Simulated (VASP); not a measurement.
# Na2S (Fm-3m) in VASP: a series of runs, part 2 of 2

VASP 6.6.1. The steps go on from the part before.

### Step 3. Single point, PBE+D3(BJ)

This run uses another cell than the first one, of 22.25 Å³/atom.

Input file INCAR:

```
SYSTEM = Na2S
ALGO = Normal ; EDIFF = 1E-6
ENCUT = 500 ; GGA = PE
GGA_COMPAT = .False. ; ISIF = 2
ISMEAR = 0 ; IVDW = 12
LASPH = .True. ; LCHARG = .False.
LREAL = .False. ; LWAVE = .False.
NBANDS = 17 ; NELM = 120
PREC = Accurate ; SIGMA = 0.02
```

Input file KPOINTS:

```
k-points
0
Gamma
  6 6 6
  0 0 0
```

Input file POSCAR:

```
Na2S
1.0
    0.0000000000      3.2198309943      3.2198309943
    3.2198309943      0.0000000000      3.2198309943
    3.2198309943      3.2198309943      0.0000000000
Na S
2 1
Direct
    0.2500000000      0.2500000000      0.2500000000
    0.7500000000      0.7500000000      0.7500000000
    0.0000000000      0.0000000000      0.0000000000
```

Potentials or basis: VASP PAW PBE potentials, release 64 (Na_pv, S).

Command:

```bash
> cat potpaw_PBE.64/Na_pv/POTCAR potpaw_PBE.64/S/POTCAR > POTCAR
> mpirun -np 1 vasp_std > vasp.out
```

OUTCAR:

```text
SYSTEM = Na2S
   EDIFF = 1E-6
   ENCUT = 500
   GGA = PE
   ISIF = 2
   ISMEAR = 0
   IVDW = 12
   LASPH = .True.
   LREAL = .False.
   NELM = 120
   PREC = Accurate
 IVDW          = 12

 ion  position               nearest neighbor table
   1  0.250  0.250  0.250-   3 2.79   3 2.79   3 2.79   3 2.79
   2  0.750  0.750  0.750-   3 2.79   3 2.79   3 2.79   3 2.79
   3  0.000  0.000  0.000-   2 2.79   2 2.79   2 2.79   1 2.79   2 2.79   1 2.79   1 2.79   1 2.79

  LATTYP: Found a face centered cubic cell.
 ALAT       =     6.4396619886

  Lattice vectors:

 A1 = (   0.0000000000,   3.2198309943,   3.2198309943)
 A2 = (   3.2198309943,   0.0000000000,   3.2198309943)
 A3 = (   3.2198309943,   3.2198309943,   0.0000000000)

Analysis of symmetry for initial positions (statically):
=====================================================================
 Subroutine PRICEL returns:
 Original cell was already a primitive cell.

 Routine SETGRP: Setting up the symmetry group for a
 face centered cubic supercell.

 Subroutine GETGRP returns: Found 48 space group operations
 (whereof 48 operations were pure point group operations)
 out of a pool of 48 trial point group operations.

[... 157 lines left out ...]

 val. band max:        0.3934604852   @ k =   0.0000   0.0000   0.0000
 cond. band min:       3.0370280283   @ k =   0.0000   0.0000   0.0000
 fundamental gap:      2.6435675431
 Fermi energy:         0.5552551620

 k-point     1 :       0.0000    0.0000    0.0000
  band No.  band energies     occupation
      1     -21.7517      2.00000
      2     -21.7517      2.00000
      3     -21.7517      2.00000
      4     -21.6895      2.00000
      5     -21.6895      2.00000
      6     -21.6895      2.00000
[... 297 lines left out ...]
      4     -21.7022      2.00000
      5     -21.6792      2.00000
      6     -21.6753      2.00000
[... 9 lines left out ...]
     16      11.8299      0.00000
     17      12.6728      0.00000

------------------------ aborting loop because EDIFF is reached ----------------------------------------

 Edisp (eV)   -0.74063

 E8    (eV) :    -0.3279

  FORCE on cell =-STRESS in cart. coord.  units (eV):
  Direction    XX          YY          ZZ          XY          YZ          ZX
  --------------------------------------------------------------------------------------
  -------------------------------------------------------------------------------------
  Total       0.01396     0.01396     0.01396    -0.00000     0.00000     0.00000
  in kB       0.33502     0.33502     0.33502    -0.00000     0.00000     0.00000
  external pressure =        0.34 kB  Pullay stress =        0.00 kB

 VOLUME and BASIS-vectors are now :
 -----------------------------------------------------------------------------
  energy-cutoff  :      500.00
  volume of cell :       66.76
      direct lattice vectors                 reciprocal lattice vectors
     0.000000000  3.219830994  3.219830994    -0.155287654  0.155287654  0.155287654
     3.219830994  0.000000000  3.219830994     0.155287654 -0.155287654  0.155287654
     3.219830994  3.219830994  0.000000000     0.155287654  0.155287654 -0.155287654

 POSITION                                       TOTAL-FORCE (eV/Angst)
 -----------------------------------------------------------------------------------
      1.60992      1.60992      1.60992         0.000000     -0.000000     -0.000000
      4.82975      4.82975      4.82975        -0.000000     -0.000000      0.000000
      0.00000      0.00000      0.00000         0.000000      0.000000      0.000000
 -----------------------------------------------------------------------------------
    total drift:                                0.000000      0.000000      0.000000

  FREE ENERGIE OF THE ION-ELECTRON SYSTEM (eV)
  ---------------------------------------------------
  free  energy   TOTEN  =       -10.6926840561 eV

  energy  without entropy=      -10.6926840561  energy(sigma->0) =      -10.69268406
```

stdout:

```text
POSCAR found type information on POSCAR NaS
 POSCAR found :  2 types and       3 ions
 scaLAPACK will be used
 LDA part: xc-table for (Slater+PW92), standard interpolation
 POSCAR, INCAR and KPOINTS ok, starting setup
 FFT: planning ... GRIDC
 FFT: planning ... GRID_SOFT
 FFT: planning ... GRID
 WAVECAR not read
 entering main loop
```

Run time: 15 s. Hardware: 1 thread of Intel Xeon Platinum 8488C (Sapphire Rapids), shared host; peak memory 0.2 GiB.

What came out:

| Property | Result |
| --- | --- |
| Free energy | -10.6927 eV |
| Pressure | 0.0 GPa |
| Band gap on the k mesh | 2.64 eV |
| Dispersion energy per atom | -0.247 eV |

### Step 4. Relaxation of cell and atoms, PBE+D3(BJ)

Input file INCAR:

```
  PREC = Accurate
  ENCUT = 500
  EDIFF = 1E-7
  ISMEAR = 0
  SIGMA = 0.02
  LREAL = F
  LASPH = T
  NELM = 120
  ALGO = Normal
  ISIF = 3
  LWAVE = F
  LCHARG = F
  GGA = PE
  IVDW = 12
  IBRION = 2
  NSW = 100
  EDIFFG = -0.01
  GGA_COMPAT = F
  NELMIN = 4
```

Input file KPOINTS:

```
Automatic mesh
0
Gamma
  6 6 6
```

Input file POSCAR:

```
Na2S
1.0
    0.0000000000      3.2491545700      3.2491545700
    3.2491545700      0.0000000000      3.2491545700
    3.2491545700      3.2491545700      0.0000000000
Na S
2 1
Direct
    0.2500000000      0.2500000000      0.2500000000
    0.7500000000      0.7500000000      0.7500000000
    0.0000000000      0.0000000000      0.0000000000
```

Potentials or basis: VASP PAW PBE potentials, release 64 (Na_pv, S).

Command:

```bash
> cat potpaw_PBE.64/Na_pv/POTCAR potpaw_PBE.64/S/POTCAR > POTCAR
> mpirun -np 1 vasp_std > vasp.out
```

OUTCAR:

```text
PREC = Accurate
   ENCUT = 500
   EDIFF = 1E-7
   ISMEAR = 0
   LREAL = F
   LASPH = T
   NELM = 120
   ISIF = 3
   GGA = PE
   IVDW = 12
   IBRION = 2
   NSW = 100
   EDIFFG = -0.01
   NELMIN = 4
 IVDW          = 12

 ion  position               nearest neighbor table
   1  0.250  0.250  0.250-
   2  0.750  0.750  0.750-
   3  0.000  0.000  0.000-

  LATTYP: Found a face centered cubic cell.
 ALAT       =     6.4983091400

  Lattice vectors:

 A1 = (   0.0000000000,   3.2491545700,   3.2491545700)
 A2 = (   3.2491545700,   0.0000000000,   3.2491545700)
 A3 = (   3.2491545700,   3.2491545700,   0.0000000000)

Analysis of symmetry for initial positions (statically):
=====================================================================
 Subroutine PRICEL returns:
 Original cell was already a primitive cell.

 Routine SETGRP: Setting up the symmetry group for a
 face centered cubic supercell.

 Subroutine GETGRP returns: Found 48 space group operations
 (whereof 48 operations were pure point group operations)
 out of a pool of 48 trial point group operations.

The static configuration has the point symmetry O_h .

Analysis of symmetry for dynamics (positions and initial velocities):
=====================================================================
 Subroutine PRICEL returns:
 Original cell was already a primitive cell.

 Routine SETGRP: Setting up the symmetry group for a
 face centered cubic supercell.

 Subroutine GETGRP returns: Found 48 space group operations
 (whereof 48 operations were pure point group operations)
 out of a pool of 48 trial point group operations.

The dynamic configuration has the point symmetry O_h .

 Subroutine INISYM returns: Found 48 space group operations
 (whereof 48 operations are pure point group operations),
 and found     1 'primitive' translations

----------------------------------------------------------------------------------------

                                     Primitive cell

  volume of cell :      68.6027

  direct lattice vectors                    reciprocal lattice vectors
     0.000000000  3.249154570  3.249154570    -0.153886185  0.153886185  0.153886185
     3.249154570  0.000000000  3.249154570     0.153886185 -0.153886185  0.153886185
     3.249154570  3.249154570  0.000000000     0.153886185  0.153886185 -0.153886185

  length of vectors
     4.594998459  4.594998459  4.594998459     0.266538690  0.266538690  0.266538690

  position of ions in fractional coordinates (direct lattice)
     0.250000000  0.250000000  0.250000000
     0.750000000  0.750000000  0.750000000
     0.000000000  0.000000000  0.000000000

  ion indices of the primitive-cell ions
   primitive index   ion index
                 1           1
                 2           2
                 3           3

----------------------------------------------------------------------------------------

 KPOINTS: Automatic mesh

Automatic generation of k-mesh.
 Grid dimensions read from file:
 generate k-points for:    6    6    6

 Generating k-lattice:

  Cartesian coordinates                     Fractional coordinates (reciprocal lattice)
    -0.025647697  0.025647697  0.025647697     0.166666667  0.000000000  0.000000000
     0.025647697 -0.025647697  0.025647697     0.000000000  0.166666667  0.000000000
     0.025647697  0.025647697 -0.025647697     0.000000000  0.000000000  0.166666667

  Length of vectors
     0.044423115  0.044423115  0.044423115

  Shift w.r.t. Gamma in fractional coordinates (k-lattice)
     0.000000000  0.000000000  0.000000000

 Subroutine IBZKPT returns following result:
 ===========================================

 Found     16 irreducible k-points:

 Following reciprocal coordinates:
            Coordinates               Weight
  0.000000  0.000000  0.000000      1.000000
  0.166667  0.000000  0.000000      8.000000
  0.333333  0.000000  0.000000      8.000000
  0.500000  0.000000  0.000000      4.000000
  0.166667  0.166667  0.000000      6.000000
  0.333333  0.166667  0.000000     24.000000
[... 8 lines left out ...]
 -0.333333  0.333333  0.166667     24.000000
 -0.333333  0.500000  0.166667     12.000000
   k-points           NKPTS =     16   k-points in BZ     NKDIM =     16   number of bands    NBANDS=     14
   number of dos      NEDOS =    301   number of ions     NIONS =      3
   total plane-waves  NPLWV =  46656
   dimension x,y,z NGX =    36 NGY =   36 NGZ =   36
   dimension x,y,z NGXF=    72 NGYF=   72 NGZF=   72
   ions per type =               2   1
   NGX,Y,Z   is equivalent  to a cutoff of  13.02, 13.02, 13.02 a.u.
   NGXF,Y,Z  is equivalent  to a cutoff of  26.05, 26.05, 26.05 a.u.
 SYSTEM =  unknown system
   PREC   = accura    normal or accurate (medium, high low for compatibility)
   ISTART =      0    job   : 0-new  1-cont  2-samecut
   ICHARG =      2    charge: 1-file 2-atom 10-const
   ISPIN  =      1    spin polarized calculation?
   LNONCOLLINEAR =      F non collinear calculations
   LSORBIT =      F    spin-orbit coupling
   LASPH  =      T    aspherical Exc in radial PAW
   ENCUT  =  500.0 eV  36.75 Ry    6.06 a.u.   8.38  8.38  8.38*2*pi/ulx,y,z
   NELM   =    120;   NELMIN=  4; NELMDL= -5     # of ELM steps
   EDIFF  = 0.1E-06   stopping-criterion for ELM
   LREAL  =      F    real-space projection
   EDIFFG = -.1E-01   stopping-criterion for IOM
   NSW    =    100    number of steps for IOM
   IBRION =      2    ionic relax: 0-MD 1-quasi-New 2-CG
   NFREE  =      1    steps in history (QN), initial steepest desc. (CG)
   ISIF   =      3    stress and relaxation
   ISYM   =      2    0-nonsym 1-usesym 2-fastsym
   POTIM  = 0.5000    time-step for ionic-motion
   TEBEG  =    0.0;   TEEND  =   0.0 temperature during run
   PSTRESS=    0.0 pullay stress
   NELECT =      20.0000    total number of electrons
   NUPDOWN=      -1.0000    fix difference up-down
   EMIN   =  10.00;   EMAX   =-10.00  energy-range for DOS
   EFERMI =   0.00;   METHOD = LEGACY
   ISMEAR =     0;   SIGMA  =   0.02  broadening in eV -4-tet -1-fermi 0-gaus
   EFERMI_NEDOS =   21; number of points for ismear=-14 and -15
   IALGO  =     38    algorithm
   IMIX   =      4    mixing-type and parameters
     AMIX     =   0.40;   BMIX     =  1.00
     AMIX_MAG =   1.60;   BMIX_MAG =  1.00
  volume/ion in A,a.u.               =      22.87       154.32
  Fermi-wavevector in a.u.,A,eV,Ry     =   1.085520  2.051335 16.032472  1.178353
  Thomas-Fermi vector in A             =   2.221635
   LORBIT       =      0    0 simple, 1 ext, 2 COOP (PROOUT), +10 PAW based schemes
   GGA     = PE    functional components
   LHFCALC =     F    Hartree Fock is set to
   AEXX    =    0.0000 exact exchange contribution
   IVDW    =    12    specifies the selected vdW correction
   LEPSILON=     F    determine dielectric tensor
   LRPA    =     F    only Hartree local field effects (RPA)
 conjugate gradient relaxation of ions
 non-spin polarized calculation
 Gauss-broadening in eV      SIGMA  =   0.02
  energy-cutoff  :      500.00
  volume of cell :       68.60
 maximum number of plane-waves:      1807
 NGX is ok and might be reduce to    36
   NGX = 17   NGY = 17   NGZ = 17

--------------------------------------- Ionic step        1  -------------------------------------------

 number of electron      19.9999984 magnetization

 Free energy of the ion-electron system (eV)
  ---------------------------------------------------
  ext. energy  EPLUGINS =         0.00000000
  ---------------------------------------------------
  free energy    TOTEN  =        -9.96890967 eV

  energy without entropy =       -9.96890967  energy(sigma->0) =       -9.96890967

------------------------ aborting loop because EDIFF is reached ----------------------------------------

 Edisp (eV)   -0.71968

 E8    (eV) :    -0.3186

  FORCE on cell =-STRESS in cart. coord.  units (eV):
  Direction    XX          YY          ZZ          XY          YZ          ZX
  --------------------------------------------------------------------------------------
  -------------------------------------------------------------------------------------
  Total      -0.34304    -0.34304    -0.34304     0.00000     0.00000     0.00000
  in kB      -8.01151    -8.01151    -8.01151     0.00000     0.00000     0.00000
  external pressure =       -8.01 kB  Pullay stress =        0.00 kB
[... 63 lines left out ...]
  energy  without entropy=      -10.6925396967  energy(sigma->0) =      -10.69253970

--------------------------------------- Ionic step        3  -------------------------------------------

 number of electron      19.9999992 magnetization

 Free energy of the ion-electron system (eV)
  ---------------------------------------------------
  ext. energy  EPLUGINS =         0.00000000
  ---------------------------------------------------
  free energy    TOTEN  =        -9.95367773 eV

  energy without entropy =       -9.95367773  energy(sigma->0) =       -9.95367773

 E-fermi :   0.5125     XC(G=0):  -7.9938

 val. band max:        0.3871196862   @ k =   0.0000   0.0000   0.0000
 cond. band min:       3.0252822659   @ k =   0.0000   0.0000   0.0000
 fundamental gap:      2.6381625797
 Fermi energy:         0.5124923587

 k-point     1 :       0.0000    0.0000    0.0000
  band No.  band energies     occupation
      1     -21.7613      2.00000
      2     -21.7613      2.00000
      3     -21.7613      2.00000
      4     -21.6994      2.00000
      5     -21.6994      2.00000
      6     -21.6994      2.00000
      7      -9.8188      2.00000
      8       0.3871      2.00000
      9       0.3871      2.00000
     10       0.3871      2.00000
     11       3.0253      0.00000
     12       8.2863      0.00000
     13       8.2863      0.00000
     14       8.2863      0.00000
[... 287 lines left out ...]
  FREE ENERGIE OF THE ION-ELECTRON SYSTEM (eV)
  ---------------------------------------------------
  free  energy   TOTEN  =       -10.6931684347 eV

  energy  without entropy=      -10.6931684347  energy(sigma->0) =      -10.69316843

 reached required accuracy - stopping structural energy minimisation
```

It took 31 s on 1 thread of Intel Xeon Platinum 8488C (Sapphire Rapids), shared host; peak memory 0.21 GiB.

Results:

```
Free energy                           : -10.6932 eV
Relaxed volume                        : 22.29 Å³/atom
Relaxed cell                          : a = 4.556 Å, b = 4.556 Å, c = 4.556 Å, α = 60.00°, β = 60.00°, γ = 60.00°
Space group after relaxing (to 0.1 Å) : Fm-3m (No. 225)
Energy gained by relaxing             : 1.5 meV/atom
Ionic steps                           : 3
Pressure after relaxing               : 0.0 GPa
Band gap on the k mesh                : 2.64 eV
Dispersion energy per atom            : -0.246 eV
```

Step by step:
```csv
step,energy change (eV),largest force (eV/Å),pressure (GPa),volume (Å³)
1,0.0000,0.0000,-0.80,68.60
2,-0.0039,0.0000,-0.31,67.47
3,-0.0046,0.0000,-0.02,66.86
```

Final structure:
```
Na S
1.0
     0.00000    3.22140    3.22140
     3.22140    0.00000    3.22140
     3.22140    3.22140    0.00000
Na S
2 1
Direct
  0.25000 0.25000 0.25000
  0.75000 0.75000 0.75000
  0.00000 0.00000 0.00000
```

### Step 5. Summary

```csv
task,cell,k mesh,smearing,gap on the mesh (eV),pressure (GPa)
single point,"a = 4.595 Å, angles 60.0°, 3 atoms",4 × 4 × 4,gaussian 0.1 eV,2.55,-0.8
single point,"a = 4.554 Å, angles 60.0°, 3 atoms",6 × 6 × 6,gaussian 0.02 eV,2.64,0.0
relaxation of cell and atoms,"relaxed from a = 4.595 Å, angles 60.0°, 3 atoms",6 × 6 × 6,gaussian 0.02 eV,2.64,0.0
```

Alike in all rows: level PBE+D3(BJ); potentials or basis VASP PAW PBE potentials, release 64 (Na_pv, S); no spin polarisation; cutoff (eV) 500.

Total energies depend on the potentials used, so only differences within one code and one set of settings carry meaning.
